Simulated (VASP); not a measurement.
B2P3:

```
CELL_PARAMETERS angstrom
3.73816 0.00000 0.00000
-1.86908 3.23735 0.00000
0.00000 0.00000 6.01352
ATOMIC_POSITIONS crystal
B 0.33333 0.66667 0.83308
B 0.66667 0.33333 0.83308
P 0.33333 0.66667 0.37437
P 0.66667 0.33333 0.37437
P 0.00000 0.00000 0.63522
```

The cell was built from a structure type or drawn by symmetry, and may not be a known phase.

```yaml
Program: VASP 6.6.1
Task: relaxation of cell and atoms
Functional: PBE
Potentials_or_basis: VASP PAW PBE potentials, release 64 (B_h, P)
Cutoff: 910 eV
k_mesh: 6 × 6 × 4
Occupations: gaussian, width 0.1 eV
Spin: no spin polarisation
```

At the start: pressure -6.1 GPa; volume 14.55 Å³/atom.

Problem. How do energy, volume and symmetry change on relaxing?

Solution. Over 62 steps the energy falls by 508.2 meV/atom and the volume is 11.55 Å³/atom (-20.7 %); space group P6mm (No. 183, to 0.1 Å) before and after.

The path:
| step | energy change (eV) | largest force (eV/Å) | pressure (GPa) | volume (Å³) |
| --- | --- | --- | --- | --- |
| 1 | 0.0000 | 0.5624 | -6.05 | 72.77 |
| 3 | -0.1196 | 0.8692 | 0.64 | 67.48 |
| 5 | -0.4461 | 0.8037 | 2.00 | 63.53 |
| 7 | -0.5194 | 1.9951 | 48.05 | 46.73 |
| 9 | -1.3013 | 0.5819 | 24.71 | 51.06 |
| 11 | -1.3084 | 0.6426 | 22.33 | 51.78 |
| 13 | -1.3691 | 0.5730 | 23.42 | 51.33 |
| 15 | -1.4166 | 1.2722 | 29.90 | 49.52 |
| 17 | -1.5237 | 0.8398 | 25.30 | 50.46 |
| 19 | -1.9296 | 0.9485 | 17.33 | 51.93 |
| 21 | -2.3085 | 0.9979 | 1.00 | 57.80 |
| 23 | -2.3317 | 0.9312 | 2.87 | 56.62 |
| 25 | -2.3940 | 0.7614 | 0.15 | 57.19 |
| 27 | -2.4449 | 0.4015 | -2.30 | 57.60 |
| 29 | -2.4773 | 0.2506 | 0.46 | 56.40 |
| 31 | -2.4914 | 0.0848 | -0.02 | 56.79 |
| 33 | -2.4917 | 0.0752 | 0.00 | 56.78 |
| 35 | -2.4927 | 0.0210 | 0.11 | 56.76 |
| 37 | -2.4931 | 0.0338 | 0.03 | 56.79 |
| 39 | -2.4991 | 0.2101 | -0.38 | 56.98 |
| 41 | -2.5067 | 0.3967 | -1.02 | 57.27 |
| 43 | -2.5067 | 0.3877 | -0.98 | 57.25 |
| 45 | -2.5071 | 0.3974 | -1.01 | 57.27 |
| 47 | -2.5075 | 0.4078 | -1.03 | 57.29 |
| 49 | -2.5099 | 0.3881 | -0.89 | 57.25 |
| 51 | -2.5178 | 0.3022 | -0.31 | 57.08 |
| 53 | -2.5233 | 0.1849 | 2.58 | 56.41 |
| 55 | -2.5300 | 0.1162 | 1.06 | 56.83 |
| 57 | -2.5369 | 0.0680 | -0.69 | 58.00 |
| 59 | -2.5399 | 0.1114 | -0.38 | 57.97 |
| 61 | -2.5408 | 0.0627 | 0.27 | 57.68 |
| 62 | -2.5411 | 0.0288 | 0.12 | 57.73 |

Final structure:
```
B P
1.0
     3.84658    0.00000    0.00000
    -1.92329    3.33124    0.00000
     0.00000    0.00000    4.50543
B P
2 3
Direct
  0.33333 0.66667 0.84896
  0.66667 0.33333 0.84896
  0.33333 0.66667 0.29756
  0.66667 0.33333 0.29756
  0.00000 0.00000 0.75709
```

Caveat: the volume moved by over 15 % at a fixed basis, so the end points are rough; the highest band is partly filled, so the run has too few bands.
